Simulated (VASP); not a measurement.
# P in VASP: notebook

P is run at these levels: PBE+D3(BJ); tasks: single point.

Everything below comes from runs of VASP 6.6.1. Logs are shortened: lines on timing, memory, paths and dates and some standing lists are left out, and cuts for length are marked.

### 1 The cell of the first run

The cell holds a slab with vacuum, 2 atoms: a = 3.198 Å, b = 3.198 Å, c = 28.000 Å, α = 90.00°, β = 90.00°, γ = 120.00°.

### 2 Single point, PBE+D3(BJ)

The input, INCAR:

```
ALGO = Normal
DIPOL = 0.5 0.5 0.500
EDIFF = 1E-6
ENCUT = 520
GGA = PE
IDIPOL = 3
ISIF = 2
ISMEAR = 0
IVDW = 12
LASPH = T
LCHARG = F
LDIPOL = T
LREAL = F
LWAVE = F
NBANDS = 12
NELM = 60
PREC = Accurate
SIGMA = 0.02
```

The input, KPOINTS:

```
k-points
0
Gamma
  9 9 1
```

The input, POSCAR:

```
P
1.0
    3.1980000000      0.0000000000      0.0000000000
   -1.5990000000      2.7695492413      0.0000000000
    0.0000000000      0.0000000000     28.0000000000
P
2
Direct
    0.3333333333      0.6666666667      0.5238214286
    0.6666666667      0.3333333333      0.4761785714
```

Potentials or basis: VASP PAW PBE potentials, release 64 (P).

Command:

```console
cat potpaw_PBE.64/P/POTCAR > POTCAR
mpirun -np 1 vasp_std > vasp.out
```

OUTCAR:

```text
EDIFF = 1E-6
   ENCUT = 520
   GGA = PE
   ISIF = 2
   ISMEAR = 0
   IVDW = 12
   LASPH = T
   LREAL = F
   NELM = 60
   PREC = Accurate
 IVDW          = 12

 ion  position               nearest neighbor table
   1  0.333  0.667  0.524-   2 2.28   2 2.28   2 2.28
   2  0.667  0.333  0.476-   1 2.28   1 2.28   1 2.28

  LATTYP: Found a hexagonal cell.
 ALAT       =     3.1980000000
 C/A-ratio  =     8.7554721701

  Lattice vectors:

 A1 = (   3.1980000000,   0.0000000000,   0.0000000000)
 A2 = (  -1.5990000000,   2.7695492413,   0.0000000000)
 A3 = (   0.0000000000,   0.0000000000,  28.0000000000)

Analysis of symmetry for initial positions (statically):
=====================================================================
 Subroutine PRICEL returns:
 Original cell was already a primitive cell.

 Routine SETGRP: Setting up the symmetry group for a
 hexagonal supercell.

 Subroutine GETGRP returns: Found 12 space group operations
 (whereof 12 operations were pure point group operations)
 out of a pool of 24 trial point group operations.

The static configuration has the point symmetry D_3d.

Analysis of symmetry for dynamics (positions and initial velocities):
=====================================================================
 Subroutine PRICEL returns:
 Original cell was already a primitive cell.

 Routine SETGRP: Setting up the symmetry group for a
 hexagonal supercell.

 Subroutine GETGRP returns: Found 12 space group operations
 (whereof 12 operations were pure point group operations)
 out of a pool of 24 trial point group operations.

The dynamic configuration has the point symmetry D_3d.

 Subroutine INISYM returns: Found 12 space group operations
 (whereof 12 operations are pure point group operations),
 and found     1 'primitive' translations

----------------------------------------------------------------------------------------

                                     Primitive cell

  volume of cell :     247.9965

  direct lattice vectors                    reciprocal lattice vectors
     3.198000000  0.000000000  0.000000000     0.312695435  0.180534793  0.000000000
    -1.599000000  2.769549241  0.000000000     0.000000000  0.361069587  0.000000000
     0.000000000  0.000000000 28.000000000     0.000000000  0.000000000  0.035714286

  length of vectors
     3.198000000  3.198000000 28.000000000     0.361069587  0.361069587  0.035714286

  position of ions in fractional coordinates (direct lattice)
     0.333333333  0.666666667  0.523821429
     0.666666667  0.333333333  0.476178571

  ion indices of the primitive-cell ions
   primitive index   ion index
                 1           1
                 2           2

----------------------------------------------------------------------------------------

 KPOINTS: k-points

Automatic generation of k-mesh.
 Grid dimensions read from file:
 generate k-points for:    9    9    1

 Generating k-lattice:

  Cartesian coordinates                     Fractional coordinates (reciprocal lattice)
     0.034743937  0.020059421  0.000000000     0.111111111 -0.000000000  0.000000000
     0.000000000  0.040118843  0.000000000     0.000000000  0.111111111  0.000000000
     0.000000000  0.000000000  0.035714286     0.000000000  0.000000000  1.000000000

  Length of vectors
     0.040118843  0.040118843  0.035714286

  Shift w.r.t. Gamma in fractional coordinates (k-lattice)
     0.000000000  0.000000000  0.000000000

 Subroutine IBZKPT returns following result:
 ===========================================

 Found     12 irreducible k-points:

 Following reciprocal coordinates:
            Coordinates               Weight
  0.000000  0.000000  0.000000      1.000000
  0.111111 -0.000000  0.000000      6.000000
  0.222222  0.000000  0.000000      6.000000
  0.333333 -0.000000  0.000000      6.000000
  0.444444  0.000000  0.000000      6.000000
  0.111111  0.111111  0.000000      6.000000
  0.222222  0.111111  0.000000     12.000000
  0.333333  0.111111  0.000000     12.000000
  0.444444  0.111111  0.000000      6.000000
  0.222222  0.222222  0.000000      6.000000
  0.333333  0.222222  0.000000     12.000000
  0.333333  0.333333  0.000000      2.000000
   k-points           NKPTS =     12   k-points in BZ     NKDIM =     12   number of bands    NBANDS=     12
   number of dos      NEDOS =    301   number of ions     NIONS =      2
   total plane-waves  NPLWV = 120960
   dimension x,y,z NGX =    24 NGY =   24 NGZ =  210
   dimension x,y,z NGXF=    48 NGYF=   48 NGZF=  420
   ions per type =               2
   NGX,Y,Z   is equivalent  to a cutoff of  12.48, 12.48, 12.47 a.u.
   NGXF,Y,Z  is equivalent  to a cutoff of  24.95, 24.95, 24.94 a.u.
 SYSTEM =  unknown system
   PREC   = accura    normal or accurate (medium, high low for compatibility)
   ISTART =      0    job   : 0-new  1-cont  2-samecut
   ICHARG =      2    charge: 1-file 2-atom 10-const
   ISPIN  =      1    spin polarized calculation?
   LNONCOLLINEAR =      F non collinear calculations
   LSORBIT =      F    spin-orbit coupling
   LASPH  =      T    aspherical Exc in radial PAW
   ENCUT  =  520.0 eV  38.22 Ry    6.18 a.u.   5.95  5.95 52.06*2*pi/ulx,y,z
   NELM   =     60;   NELMIN=  2; NELMDL= -5     # of ELM steps
   EDIFF  = 0.1E-05   stopping-criterion for ELM
   LREAL  =      F    real-space projection
   EDIFFG = 0.1E-04   stopping-criterion for IOM
   NSW    =      0    number of steps for IOM
   IBRION =     -1    ionic relax: 0-MD 1-quasi-New 2-CG
   NFREE  =      0    steps in history (QN), initial steepest desc. (CG)
   ISIF   =      2    stress and relaxation
   ISYM   =      2    0-nonsym 1-usesym 2-fastsym
   POTIM  = 0.5000    time-step for ionic-motion
   TEBEG  =    0.0;   TEEND  =   0.0 temperature during run
   PSTRESS=    0.0 pullay stress
   NELECT =      10.0000    total number of electrons
   NUPDOWN=      -1.0000    fix difference up-down
   EMIN   =  10.00;   EMAX   =-10.00  energy-range for DOS
   EFERMI =   0.00;   METHOD = LEGACY
   ISMEAR =     0;   SIGMA  =   0.02  broadening in eV -4-tet -1-fermi 0-gaus
   EFERMI_NEDOS =   21; number of points for ismear=-14 and -15
   IALGO  =     38    algorithm
   IMIX   =      4    mixing-type and parameters
     AMIX     =   0.40;   BMIX     =  1.00
     AMIX_MAG =   1.60;   BMIX_MAG =  1.00
  volume/ion in A,a.u.               =     124.00       836.78
  Fermi-wavevector in a.u.,A,eV,Ry     =   0.561383  1.060861  4.287895  0.315151
  Thomas-Fermi vector in A             =   1.597658
   LORBIT       =      0    0 simple, 1 ext, 2 COOP (PROOUT), +10 PAW based schemes
   GGA     = PE    functional components
   LHFCALC =     F    Hartree Fock is set to
   AEXX    =    0.0000 exact exchange contribution
   IVDW    =    12    specifies the selected vdW correction
   LEPSILON=     F    determine dielectric tensor
   LRPA    =     F    only Hartree local field effects (RPA)
 non-spin polarized calculation
 Gauss-broadening in eV      SIGMA  =   0.02
  energy-cutoff  :      520.00
  volume of cell :      248.00
 maximum number of plane-waves:      6744
 NGX is ok and might be reduce to    24
   NGX = 11   NGY = 11   NGZ =105

 dipolmoment           0.000000      0.000000      0.000000 electrons x Angstroem

 number of electron      10.0000000 magnetization

 dipolmoment           0.000000      0.000000     -0.000000 electrons x Angstroem

 Free energy of the ion-electron system (eV)
  ---------------------------------------------------
  ext. energy  EPLUGINS =         0.00000000
  ---------------------------------------------------
  free energy    TOTEN  =       -10.64489073 eV

  energy without entropy =      -10.64489073  energy(sigma->0) =      -10.64489073

 E-fermi :  -3.4788     XC(G=0):  -1.9464

 val. band max:       -3.6089160076   @ k =   0.0000   0.0000   0.0000
 cond. band min:      -2.4893836280   @ k =   0.3333   0.3333   0.0000
 fundamental gap:      1.1195323796
 Fermi energy:        -3.4787530564

 k-point     1 :       0.0000    0.0000    0.0000
  band No.  band energies     occupation
      1     -18.3714      2.00000
      2     -11.1407      2.00000
      3      -5.1985      2.00000
      4      -3.6089      2.00000
      5      -3.6089      2.00000
      6       0.1358      0.00000
      7       0.1358      0.00000
      8       0.4220      0.00000
      9       0.9876      0.00000
     10       1.4499      0.00000
     11       1.8314      0.00000
     12       2.0263      0.00000

 k-point     2 :       0.1111   -0.0000    0.0000
  band No.  band energies     occupation
      1     -18.1603      2.00000
      2     -10.9813      2.00000
      3      -5.1128      2.00000
      4      -5.0578      2.00000
      5      -4.0747      2.00000
      6      -0.3980      0.00000
      7       0.6325      0.00000
      8       0.9443      0.00000
      9       1.6500      0.00000
     10       1.9196      0.00000
     11       2.0756      0.00000
     12       2.2807      0.00000

 k-point     3 :       0.2222    0.0000    0.0000
  band No.  band energies     occupation
      1     -17.5347      2.00000
      2     -10.6220      2.00000
      3      -7.4268      2.00000
      4      -4.8979      2.00000
      5      -4.7368      2.00000
      6      -1.5005      0.00000
      7       1.2095      0.00000
      8       1.2477      0.00000
      9       1.7374      0.00000
     10       2.4655      0.00000
     11       2.8033      0.00000
     12       2.9847      0.00000
[... 106 lines left out ...]
 k-point    11 :       0.3333    0.2222    0.0000
  band No.  band energies     occupation
      1     -14.7254      2.00000
      2     -12.6488      2.00000
      3      -8.7634      2.00000
      4      -7.0322      2.00000
      5      -5.4905      2.00000
      6      -1.9120      0.00000
      7       0.0736      0.00000
      8       1.3390      0.00000
      9       3.5338      0.00000
     10       4.9478      0.00000
     11       5.3484      0.00000
     12       6.0392      0.00000

 k-point    12 :       0.3333    0.3333    0.0000
  band No.  band energies     occupation
      1     -13.5937      2.00000
      2     -13.5937      2.00000
      3      -9.4389      2.00000
      4      -6.1441      2.00000
      5      -6.1441      2.00000
      6      -2.4894      0.00000
      7       0.9259      0.00000
      8       0.9259      0.00000
      9       4.1712      0.00000
     10       6.2818      0.00000
     11       6.3211      0.00000
     12       6.3211      0.00000

------------------------ aborting loop because EDIFF is reached ----------------------------------------

 vacuum level on the upper side and lower side of the slab       (xc-potential included)        -0.007        -0.007

 Edisp (eV)   -0.44011

 E8    (eV) :    -0.1793

  FORCE on cell =-STRESS in cart. coord.  units (eV):
  Direction    XX          YY          ZZ          XY          YZ          ZX
  --------------------------------------------------------------------------------------
  -------------------------------------------------------------------------------------
  Total       0.45195     0.45195    -1.83422     0.00000     0.00000     0.00000
  in kB       2.91982     2.91982   -11.84997     0.00000     0.00000     0.00000
  external pressure =       -2.00 kB  Pullay stress =        0.00 kB

 VOLUME and BASIS-vectors are now :
 -----------------------------------------------------------------------------
  energy-cutoff  :      520.00
  volume of cell :      248.00
      direct lattice vectors                 reciprocal lattice vectors
     3.198000000  0.000000000  0.000000000     0.312695435  0.180534793  0.000000000
    -1.599000000  2.769549241  0.000000000     0.000000000  0.361069587  0.000000000
     0.000000000  0.000000000 28.000000000     0.000000000  0.000000000  0.035714286

 POSITION                                       TOTAL-FORCE (eV/Angst)
 -----------------------------------------------------------------------------------
     -0.00000      1.84637     14.66700         0.000000      0.000000     -1.369183
      1.59900      0.92318     13.33300        -0.000000     -0.000000      1.369183
 -----------------------------------------------------------------------------------
    total drift:                               -0.000000     -0.000000     -0.000000

  FREE ENERGIE OF THE ION-ELECTRON SYSTEM (eV)
  ---------------------------------------------------
  free  energy   TOTEN  =       -11.0850016032 eV

  energy  without entropy=      -11.0850016032  energy(sigma->0) =      -11.08500160

 vacuum level on the upper side and lower side of the slab         1.701         1.701
```

Wall time 77 s (1 thread of Intel Xeon Platinum 8259CL at 2.50GHz (Skylake/Cascade Lake), shared host); peak memory 0.33 GiB.

What came out:

* Free energy: -11.0850 eV
* Largest force: 1.369 eV/Å
* Band gap on the k mesh: 1.12 eV, indirect (least direct gap 2.53 eV)
* Dispersion energy per atom: -0.220 eV

Forces in eV/Å, atoms in the order of the input:
```
P    0.000  0.000 -1.369
P    0.000  0.000  1.369
```

[end of part 1 of 2]
